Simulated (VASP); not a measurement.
Be: relaxation of cell and atoms with PBE

Crystal: Be.

```
CELL_PARAMETERS angstrom
1.68865 0.00000 0.00000
-0.84433 1.46242 0.00000
0.00000 0.00000 2.73562
ATOMIC_POSITIONS crystal
Be 0.33333 0.66667 0.25000
Be 0.66667 0.33333 0.75000
```

```
Program                : VASP 6.6.1
Task                   : relaxation of cell and atoms
Functional             : PBE
Potentials or basis    : VASP PAW PBE potentials, release 64 (Be)
Cutoff                 : 600 eV
k mesh                 : 26 × 26 × 14
Occupations            : fermi-dirac, width 0.08 eV
Spin                   : no spin polarisation
Target pressure        : 420 GPa
Dipole correction      : no
Further INCAR settings : ALGO = Normal; EDIFF = 1e-06; IBRION = 2; EDIFFG = -0.005; NSW = 60; ISIF = 3
```

```json
{"Relaxed volume": "3.40 Å³/atom", "Relaxed cell": "a = 1.693 Å, b = 1.693 Å, c = 2.737 Å, α = 90.00°, β = 90.00°, γ = 120.00°", "Space group after relaxing (to 0.1 Å)": "P6_3/mmc (No. 194)", "Energy change on relaxing (the run minimises the enthalpy)": "-55.3 meV/atom", "Ionic steps": "5", "Pressure after relaxing": "420.0 GPa", "Band gap on the k mesh": "zero (bands 2 and 3 overlap by 2.70 eV)"}
```

The path:
```csv
step,energy change (eV),largest force (eV/Å),pressure (GPa),volume (Å³)
1,0.0000,0.0000,427.34,6.76
2,-0.3940,0.0000,401.15,6.91
3,-0.1139,0.0000,419.74,6.80
4,-0.1081,0.0000,420.20,6.80
5,-0.1105,0.0000,420.00,6.80
```

Final structure:
```yaml
crystal:
  lattice:
    - [1.69343, 0.00000, 0.00000]
    - [-0.84671, 1.46655, 0.00000]
    - [0.00000, 0.00000, 2.73703]
  atoms:
    - { symbol: Be, position: [0.33333, 0.66667, 0.25000] }
    - { symbol: Be, position: [0.66667, 0.33333, 0.75000] }
```

Levels at points of the mesh, in eV from the Fermi level:
```
           k point  band 1  band 2  band 3  band 4  band 5  band 6
(0.00, 0.00, 0.00)  -15.49   -8.88    5.58   31.55   31.55   36.28
(0.50, 0.00, 0.00)   -8.87   -3.65    6.38   10.33   14.93   18.34
(0.00, 0.00, 0.50)  -13.29  -13.29   19.18   19.18   34.68   34.68
(0.50, 0.00, 0.50)   -6.82   -6.82    5.97    5.97   22.98   22.98
```

Wall time 38 s on 1 thread of Intel(R) Xeon(R) Platinum 8259CL CPU @ 2.50GHz (Skylake/Cascade Lake) (shared host), peak memory 0.14 GiB.

Caveat: the cell is relaxed towards a set pressure, so the run minimises the enthalpy, not the energy.
